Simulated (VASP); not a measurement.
# La (Fd-3m) in VASP: further runs

The runs below take La through single point, relaxation of cell and atoms, with PBE.

Everything below comes from runs of VASP 6.6.1. Logs are shortened: lines on timing, memory, paths and dates and some standing lists are left out, and cuts for length are marked.

**1. The cell of the first run**

It takes space group Fd-3m (No. 227, cubic). The conventional cell has a = 6.677 Å, b = 6.677 Å, c = 6.677 Å, α = 90.00°, β = 90.00°, γ = 90.00°. La (site symmetry -43m) has 4 La at 2.89 Å within 3.8 Å.

This isn't the form of La at room conditions, which is double hcp.

**2. Single point, PBE (37.21 Å³/atom)**

Contents of INCAR:

```
SYSTEM = La
PREC = Accurate ; ENCUT = 520
EDIFF = 1E-7 ; ISMEAR = -1
SIGMA = 0.05 ; LREAL = .False.
LASPH = .True. ; NELM = 80
ALGO = Normal ; ISIF = 2
LWAVE = .False. ; LCHARG = .False.
GGA = PE ; NBANDS = 18
```

Contents of KPOINTS:

```
Automatic mesh
0
Gamma
  9 9 9
  0 0 0
```

Contents of POSCAR:

```
La
1.0
    0.0000000000      3.3385290602      3.3385290602
    3.3385290602      0.0000000000      3.3385290602
    3.3385290602      3.3385290602      0.0000000000
La
2
Direct
   -0.1250000000     -0.1250000000     -0.1250000000
    0.1250000000      0.1250000000      0.1250000000
```

Potentials or basis: VASP PAW PBE potentials, release 64 (La).

Started as:

```sh
$ cat potpaw_PBE.64/La/POTCAR > POTCAR
$ mpirun -np 1 vasp_std > vasp.out
```

OUTCAR:

```text
SYSTEM = La
   PREC = Accurate
   ENCUT = 520
   EDIFF = 1E-7
   ISMEAR = -1
   LREAL = .False.
   LASPH = .True.
   NELM = 80
   ISIF = 2
   GGA = PE

 ion  position               nearest neighbor table
   1  0.875  0.875  0.875-   2 2.89   2 2.89   2 2.89   2 2.89
   2  0.125  0.125  0.125-   1 2.89   1 2.89   1 2.89   1 2.89

  LATTYP: Found a face centered cubic cell.
 ALAT       =     6.6770581204

  Lattice vectors:

 A1 = (   0.0000000000,   3.3385290602,   3.3385290602)
 A2 = (   3.3385290602,   0.0000000000,   3.3385290602)
 A3 = (   3.3385290602,   3.3385290602,   0.0000000000)

Analysis of symmetry for initial positions (statically):
=====================================================================
 Subroutine PRICEL returns:
 Original cell was already a primitive cell.

 Routine SETGRP: Setting up the symmetry group for a
 face centered cubic supercell.

 Subroutine GETGRP returns: Found 48 space group operations
 (whereof 12 operations were pure point group operations)
 out of a pool of 48 trial point group operations.

The static configuration has the point symmetry D_3d.
 The point group associated with its full space group is O_h .

Analysis of symmetry for dynamics (positions and initial velocities):
=====================================================================
 Subroutine PRICEL returns:
 Original cell was already a primitive cell.

 Routine SETGRP: Setting up the symmetry group for a
 face centered cubic supercell.

 Subroutine GETGRP returns: Found 48 space group operations
 (whereof 12 operations were pure point group operations)
 out of a pool of 48 trial point group operations.

The dynamic configuration has the point symmetry D_3d.
 The point group associated with its full space group is O_h .

 Subroutine INISYM returns: Found 48 space group operations
 (whereof 12 operations are pure point group operations),
 and found     1 'primitive' translations

----------------------------------------------------------------------------------------

                                     Primitive cell

  volume of cell :      74.4210

  direct lattice vectors                    reciprocal lattice vectors
     0.000000000  3.338529060  3.338529060    -0.149766556  0.149766556  0.149766556
     3.338529060  0.000000000  3.338529060     0.149766556 -0.149766556  0.149766556
     3.338529060  3.338529060  0.000000000     0.149766556  0.149766556 -0.149766556

  length of vectors
     4.721393075  4.721393075  4.721393075     0.259403285  0.259403285  0.259403285

  position of ions in fractional coordinates (direct lattice)
     0.875000000  0.875000000  0.875000000
     0.125000000  0.125000000  0.125000000

  ion indices of the primitive-cell ions
   primitive index   ion index
                 1           1
                 2           2

----------------------------------------------------------------------------------------

 KPOINTS: Automatic mesh

Automatic generation of k-mesh.
 Grid dimensions read from file:
 generate k-points for:    9    9    9

 Generating k-lattice:

  Cartesian coordinates                     Fractional coordinates (reciprocal lattice)
    -0.016640728  0.016640728  0.016640728     0.111111111  0.000000000  0.000000000
     0.016640728 -0.016640728  0.016640728     0.000000000  0.111111111  0.000000000
     0.016640728  0.016640728 -0.016640728     0.000000000  0.000000000  0.111111111

  Length of vectors
     0.028822587  0.028822587  0.028822587

  Shift w.r.t. Gamma in fractional coordinates (k-lattice)
     0.000000000  0.000000000  0.000000000

 Subroutine IBZKPT returns following result:
 ===========================================

 Found     35 irreducible k-points:

 Following reciprocal coordinates:
            Coordinates               Weight
  0.000000  0.000000  0.000000      1.000000
  0.111111  0.000000  0.000000      8.000000
  0.222222  0.000000  0.000000      8.000000
  0.333333  0.000000  0.000000      8.000000
  0.444444  0.000000  0.000000      8.000000
  0.111111  0.111111  0.000000      6.000000
[... 16 lines left out ...]
 -0.333333  0.333333  0.000000     12.000000
  0.444444  0.444444  0.000000      6.000000
 [... further k-points ...]
   k-points           NKPTS =     35   k-points in BZ     NKDIM =     35   number of bands    NBANDS=     18
   number of dos      NEDOS =    301   number of ions     NIONS =      2
   total plane-waves  NPLWV =  46656
   dimension x,y,z NGX =    36 NGY =   36 NGZ =   36
   dimension x,y,z NGXF=    72 NGYF=   72 NGZF=   72
   ions per type =               2
   NGX,Y,Z   is equivalent  to a cutoff of  12.68, 12.68, 12.68 a.u.
   NGXF,Y,Z  is equivalent  to a cutoff of  25.35, 25.35, 25.35 a.u.
 SYSTEM =  La
   PREC   = accura    normal or accurate (medium, high low for compatibility)
   ISTART =      0    job   : 0-new  1-cont  2-samecut
   ICHARG =      2    charge: 1-file 2-atom 10-const
   ISPIN  =      1    spin polarized calculation?
   LNONCOLLINEAR =      F non collinear calculations
   LSORBIT =      F    spin-orbit coupling
   LASPH  =      T    aspherical Exc in radial PAW
   ENCUT  =  520.0 eV  38.22 Ry    6.18 a.u.   8.78  8.78  8.78*2*pi/ulx,y,z
   NELM   =     80;   NELMIN=  2; NELMDL= -5     # of ELM steps
   EDIFF  = 0.1E-06   stopping-criterion for ELM
   LREAL  =      F    real-space projection
   EDIFFG = 0.1E-05   stopping-criterion for IOM
   NSW    =      0    number of steps for IOM
   IBRION =     -1    ionic relax: 0-MD 1-quasi-New 2-CG
   NFREE  =      0    steps in history (QN), initial steepest desc. (CG)
   ISIF   =      2    stress and relaxation
   ISYM   =      2    0-nonsym 1-usesym 2-fastsym
   POTIM  = 0.5000    time-step for ionic-motion
   TEBEG  =    0.0;   TEEND  =   0.0 temperature during run
   PSTRESS=    0.0 pullay stress
   NELECT =      22.0000    total number of electrons
   NUPDOWN=      -1.0000    fix difference up-down
   EMIN   =  10.00;   EMAX   =-10.00  energy-range for DOS
   EFERMI =   0.00;   METHOD = LEGACY
   ISMEAR =    -1;   SIGMA  =   0.05  broadening in eV -4-tet -1-fermi 0-gaus
   EFERMI_NEDOS =   21; number of points for ismear=-14 and -15
   IALGO  =     38    algorithm
   IMIX   =      4    mixing-type and parameters
     AMIX     =   0.40;   BMIX     =  1.00
     AMIX_MAG =   1.60;   BMIX_MAG =  1.00
  volume/ion in A,a.u.               =      37.21       251.11
  Fermi-wavevector in a.u.,A,eV,Ry     =   1.090563  2.060864 16.181771  1.189327
  Thomas-Fermi vector in A             =   2.226790
   LORBIT       =      0    0 simple, 1 ext, 2 COOP (PROOUT), +10 PAW based schemes
   GGA     = PE    functional components
   LHFCALC =     F    Hartree Fock is set to
   AEXX    =    0.0000 exact exchange contribution
   IVDW    =     0    specifies the selected vdW correction
   LEPSILON=     F    determine dielectric tensor
   LRPA    =     F    only Hartree local field effects (RPA)
 non-spin polarized calculation
  energy-cutoff  :      520.00
  volume of cell :       74.42
 maximum number of plane-waves:      2017
   NGX = 17   NGY = 17   NGZ = 17

 number of electron      22.0000000 magnetization

 Free energy of the ion-electron system (eV)
  ---------------------------------------------------
  ext. energy  EPLUGINS =         0.00000000
  ---------------------------------------------------
  free energy    TOTEN  =        -7.74371377 eV

  energy without entropy =       -7.73071924  energy(sigma->0) =       -7.73721651

 E-fermi :   7.4493     XC(G=0):  -9.2888

 val. band max:        7.3906769823   @ k =  -0.4444   0.4444   0.1111
 cond. band min:       7.5035589446   @ k =   0.3333   0.3333   0.0000
 fundamental gap:      0.1128819622
 Fermi energy:         7.4492879661

 k-point     1 :       0.0000    0.0000    0.0000
  band No.  band energies     occupation
      1     -26.1231      2.00000
      2     -24.4283      2.00000
      3     -10.3084      2.00000
      4     -10.3084      2.00000
      5     -10.3084      2.00000
      6      -8.1884      2.00000
[... 10 lines left out ...]
     17       9.0976      0.00000
     18       9.0976      0.00000

 k-point     2 :       0.1111    0.0000    0.0000
  band No.  band energies     occupation
      1     -26.0898      2.00000
      2     -24.4725      2.00000
      3     -10.3461      2.00000
      4     -10.3461      2.00000
      5     -10.3092      2.00000
      6      -8.1616      2.00000
[... 10 lines left out ...]
     17       9.0279      0.00000
     18       9.1030      0.00000

 k-point     3 :       0.2222    0.0000    0.0000
  band No.  band energies     occupation
      1     -25.9965      2.00000
      2     -24.5933      2.00000
      3     -10.4346      2.00000
      4     -10.4346      2.00000
      5     -10.3173      2.00000
      6      -8.0831      2.00000
[... 10 lines left out ...]
     17       9.1033      0.00000
     18       9.1620      0.00000

 k-point     4 :       0.3333    0.0000    0.0000
  band No.  band energies     occupation
      1     -25.8671      2.00000
      2     -24.7536      2.00000
      3     -10.5255      2.00000
      4     -10.5255      2.00000
      5     -10.3356      2.00000
      6      -7.9761      2.00000
[... 375 lines left out ...]
      4     -10.7936      2.00000
      5      -9.4822      2.00000
      6      -8.8271      2.00000
[... 10 lines left out ...]
     17       9.2380      0.00000
     18       9.3952      0.00000

 k-point    23 :      -0.3333    0.3333    0.0000
  band No.  band energies     occupation
      1     -25.5423      2.00000
      2     -25.1234      2.00000
      3     -10.9507      2.00000
      4     -10.7297      2.00000
      5      -9.6185      2.00000
      6      -8.6496      2.00000
[... 10 lines left out ...]
     17       9.1356      0.00000
     18       9.2936      0.00000

 k-point    24 :       0.4444    0.4444    0.0000
  band No.  band energies     occupation
      1     -25.4804      2.00000
      2     -25.1891      2.00000
      3     -10.8567      2.00000
      4     -10.8567      2.00000
      5      -9.3667      2.00000
      6      -9.0204      2.00000
[... 10 lines left out ...]
     17       9.3201      0.00000
     18       9.3307      0.00000

 [... further k-points ...]

------------------------ aborting loop because EDIFF is reached ----------------------------------------

  FORCE on cell =-STRESS in cart. coord.  units (eV):
  Direction    XX          YY          ZZ          XY          YZ          ZX
  --------------------------------------------------------------------------------------
  -------------------------------------------------------------------------------------
  Total       -0.0154025     -0.0154025     -0.0154025      0.0000000      0.0000000      0.0000000
  in kB       -0.3315930     -0.3315930     -0.3315930      0.0000000      0.0000000      0.0000000
  external PRESSURE =      -0.3315930 kB  Pullay stress =       0.0000000 kB

 VOLUME and BASIS-vectors are now :
 -----------------------------------------------------------------------------
  energy-cutoff  :      520.00
  volume of cell :       74.42
      direct lattice vectors                 reciprocal lattice vectors
     0.000000000  3.338529060  3.338529060    -0.149766556  0.149766556  0.149766556
     3.338529060  0.000000000  3.338529060     0.149766556 -0.149766556  0.149766556
     3.338529060  3.338529060  0.000000000     0.149766556  0.149766556 -0.149766556

 POSITION                                       TOTAL-FORCE (eV/Angst)
 -----------------------------------------------------------------------------------
      5.84243      5.84243      5.84243        -0.000000     -0.000000     -0.000000
      0.83463      0.83463      0.83463         0.000000      0.000000      0.000000
 -----------------------------------------------------------------------------------
    total drift:                               -0.000000      0.000000      0.000000

  FREE ENERGIE OF THE ION-ELECTRON SYSTEM (eV)
  ---------------------------------------------------
  free  energy   TOTEN  =        -7.7437137698 eV

  energy  without entropy=       -7.7307192414  energy(sigma->0) =       -7.73721651
```

Wall time 79 s (1 thread of Intel Xeon Platinum 8488C (Sapphire Rapids), shared host); peak memory 0.23 GiB.

What came out:

```yaml
Free_energy: -7.7437 eV
Pressure: 0.0 GPa
Band_gap_on_the_k_mesh: zero (bands 11 and 12 overlap by 0.22 eV)
```

Caveat: spin-orbit coupling is left out, which moves the levels of the heavy elements.

**3. Relaxation of cell and atoms, PBE**

This run uses another cell than the first one, of 46.66 Å³/atom.

Contents of INCAR:

```
SYSTEM = La
PREC = Accurate
ENCUT = 600
EDIFF = 1E-6
ISMEAR = -1
SIGMA = 0.05
LREAL = .False.
LASPH = .True.
NELM = 100
ALGO = Normal
ISIF = 3
LWAVE = .False.
LCHARG = .False.
GGA = PE
IBRION = 2
NSW = 60
EDIFFG = -0.005
```

KPOINTS is that of step 2.

Contents of POSCAR:

```
La
1.0
    0.0000000000      3.6000385798      3.6000385798
    3.6000385798      0.0000000000      3.6000385798
    3.6000385798      3.6000385798      0.0000000000
La
2
Direct
   -0.1250000000     -0.1250000000     -0.1250000000
    0.1250000000      0.1250000000      0.1250000000
```

Potentials or basis: VASP PAW PBE potentials, release 64 (La).

Started as:

```sh
$ cat potpaw_PBE.64/La/POTCAR > POTCAR
$ mpirun -np 1 vasp_std > vasp.out
```

It took 10 min on 1 thread of Intel Xeon Platinum 8488C (Sapphire Rapids), shared host; peak memory 0.32 GiB.

Results (log left out):

```yaml
Free_energy: -7.7456 eV
Relaxed_volume: 37.32 Å³/atom
Relaxed_cell: a = 4.726 Å, b = 4.726 Å, c = 4.726 Å, α = 60.00°, β = 60.00°, γ = 60.00°
Space_group_after_relaxing_to_0.1_Å: Fd-3m (No. 227)
Energy_gained_by_relaxing: 182.4 meV/atom
Ionic_steps: 10
Pressure_after_relaxing: 0.0 GPa
Band_gap_on_the_k_mesh: zero (bands 11 and 12 overlap by 0.23 eV)
```

Step by step:
```tsv
step	energy change (eV)	largest force (eV/Å)	pressure (GPa)	volume (Å³)
1	0.0000	0.0000	-4.41	93.32
2	-0.3528	0.0000	-1.40	77.03
3	-0.3649	0.0000	0.03	74.39
4	-0.3647	0.0000	-0.23	74.74
5	-0.3647	0.0000	-0.22	74.72
6	-0.3648	0.0000	0.13	74.64
7	-0.3648	0.0000	-0.16	74.64
8	-0.3648	0.0000	-0.18	74.64
9	-0.3648	0.0000	-0.04	74.64
10	-0.3648	0.0000	0.00	74.64
```

Final structure:
```
La
1.0
     0.00000    3.34182    3.34182
     3.34182    0.00000    3.34182
     3.34182    3.34182    0.00000
La
2
Direct
  0.87500 0.87500 0.87500
  0.12500 0.12500 0.12500
```

Levels at points of the mesh, in eV from the Fermi level:
| k point | band 7 | band 8 | band 9 | band 10 | band 11 | band 12 | band 13 | band 14 | band 15 |
| --- | --- | --- | --- | --- | --- | --- | --- | --- | --- |
| (0.00, 0.00, 0.00) | -15.65 | -15.65 | -2.37 | -0.73 | -0.73 | 0.89 | 0.89 | 0.89 | 1.57 |

Caveat: the volume moved by over 15 % at a fixed basis, so the end points are rough; spin-orbit coupling is left out, which moves the levels of the heavy elements.

**4. Single point, PBE (16.00 Å³/atom)**

This run uses another cell than the first one, of 16.00 Å³/atom.

Contents of INCAR:

```
SYSTEM = La
PREC = Accurate
ENCUT = 520
EDIFF = 1E-6
ISMEAR = -1
SIGMA = 0.05
LREAL = .False.
LASPH = .True.
NELM = 60
ALGO = Normal
ISIF = 2
LWAVE = .False.
LCHARG = .True.
GGA = PE
LELF = .True.
LVHAR = .True.
NBANDS = 18
```

KPOINTS is that of step 3.

Contents of POSCAR:

```
La
1.0
    0.0000000000      2.5198690908      2.5198690908
    2.5198690908      0.0000000000      2.5198690908
    2.5198690908      2.5198690908      0.0000000000
La
2
Direct
   -0.1250000000     -0.1250000000     -0.1250000000
    0.1250000000      0.1250000000      0.1250000000
```

Started as:

```sh
$ cat potpaw_PBE.64/La/POTCAR > POTCAR
$ mpirun -np 1 vasp_std > vasp.out
```

It took 68 s on 1 thread of Intel Xeon 8259CL, shared host; peak memory 0.18 GiB.

Results (log left out):

```
Free energy            : 10.1954 eV
Pressure               : 287.2 GPa
Band gap on the k mesh : zero (bands 11 and 12 overlap by 1.02 eV)
```

Levels at points of the mesh, in eV from the Fermi level:
```csv
k point,band 7,band 8,band 9,band 10,band 11,band 12,band 13,band 14,band 15,band 16
"(0.00, 0.00, 0.00)",-13.76,-13.76,-2.86,-1.66,-1.66,0.82,0.82,0.82,2.89,2.89
```

Caveat: the cell stands under pressure; spin-orbit coupling is left out, which moves the levels of the heavy elements.

**5. Overview**

| task | cell | cutoff (eV) | gap on the mesh (eV) | pressure (GPa) |
| --- | --- | --- | --- | --- |
| single point | a = 4.721 Å, angles 60.0°, 2 atoms | 520 | none | 0.0 |
| relaxation of cell and atoms | relaxed from a = 5.091 Å, angles 60.0°, 2 atoms | 600 | none | 0.0 |
| single point | a = 3.564 Å, angles 60.0°, 2 atoms | 520 | none | 287.2 |

Alike in all rows: level PBE; potentials or basis VASP PAW PBE potentials, release 64 (La); no spin polarisation; k mesh 9 × 9 × 9; smearing fermi-dirac 0.05 eV.

Caveats: spin-orbit coupling is left out, which moves the levels of the heavy elements; the volume moved by over 15 % at a fixed basis, so the end points are rough (at least some runs); the cell stands under pressure (at least some runs).

Total energies depend on the potentials used, so only differences within one code and one set of settings carry meaning.
